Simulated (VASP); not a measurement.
Wanted: the native input for a VASP 6.6.1 run.

```
Task                   : single point
Functional             : r2SCAN
Potentials or basis    : VASP PAW PBE potentials, release 64 (Zn, F)
Cutoff                 : 660 eV
k mesh                 : 6 × 6 × 10
Occupations            : fermi-dirac, width 0.02 eV
Spin                   : no spin polarisation
Dipole correction      : no
Further INCAR settings : ALGO = Normal; EDIFF = 1e-06; NBANDS = 35
```

Crystal: ZnF2.

```xyz
6
Lattice="4.7350 0.0000 0.0000 0.0000 4.7350 0.0000 0.0000 0.0000 3.1499" Properties=species:S:1:pos:R:3 pbc="T T T"
Zn    0.0000    0.0000    0.0000
Zn    2.3675    2.3675    1.5749
F     1.4386    1.4386    0.0000
F     0.9289    3.8061    1.5749
F     3.2963    3.2963    0.0000
F     3.8061    0.9289    1.5749
```

The input as run:

POSCAR

```
ZnF2
1.0
    4.7349638400      0.0000000000      0.0000000000
    0.0000000000      4.7349638400      0.0000000000
    0.0000000000      0.0000000000      3.1498554300
Zn F
2 4
Direct
    0.0000000000      0.0000000000      0.0000000000
    0.5000000000      0.5000000000      0.5000000000
    0.3038300847      0.3038300847      0.0000000000
    0.1961699153      0.8038300847      0.5000000000
    0.6961699153      0.6961699153      0.0000000000
    0.8038300847      0.1961699153      0.5000000000
```

INCAR.step1

```
SYSTEM = ZnF2
ALGO     = Normal         ! electronic algorithm
EDIFF    = 1E-5           ! SCF threshold, eV
ENCUT    = 660            ! plane-wave cutoff, eV
GGA      = PE             ! functional
GGA_COMPAT= .False.      
ISMEAR   = -1             ! smearing method
LASPH    = .True.         ! aspherical terms in the spheres
LCHARG   = .False.        ! write CHGCAR
LREAL    = .False.        ! projectors in reciprocal space
LWAVE    = .True.         ! write WAVECAR
NBANDS   = 35             ! bands
NELM     = 120            ! most SCF steps
PREC     = Accurate       ! precision mode
SIGMA    = 0.02           ! smearing width, eV
```

INCAR.step2

```
SYSTEM = ZnF2
ALGO     = Normal         ! electronic algorithm
EDIFF    = 1E-6           ! SCF threshold, eV
ENCUT    = 660            ! plane-wave cutoff, eV
GGA_COMPAT= .False.      
ISIF     = 2              ! what is computed and relaxed
ISMEAR   = -1             ! smearing method
ISTART   = 1            
LASPH    = .True.         ! aspherical terms in the spheres
LCHARG   = .False.        ! write CHGCAR
LMIXTAU  = .True.       
LREAL    = .False.        ! projectors in reciprocal space
LWAVE    = .False.        ! write WAVECAR
METAGGA  = R2SCAN         ! meta-GGA
NBANDS   = 35             ! bands
NELM     = 120            ! most SCF steps
PREC     = Accurate       ! precision mode
SIGMA    = 0.02           ! smearing width, eV
```

KPOINTS

```
k-points
0
Gamma
  6 6 10
  0 0 0
```

Potentials or basis: VASP PAW PBE potentials, release 64 (Zn, F).

Launch:

```console
$ cat potpaw_PBE.64/Zn/POTCAR potpaw_PBE.64/F/POTCAR > POTCAR
$ cp INCAR.step1 INCAR
$ mpirun -np 1 vasp_std > vasp.out
$ cp INCAR.step2 INCAR
$ mpirun -np 1 vasp_std > vasp.out
```

Results of the run:

The pressure is -2.1 GPa, the largest force is 0.015 eV/Å and the band gap on the k mesh is 4.20 eV.

Caveat: the PAW data sets were made with another functional, which shifts forces and pressure a little.

It took 18 min on 1 thread of AMD EPYC 9755 128-Core Processor, with other jobs on the host, peak memory 0.28 GiB.
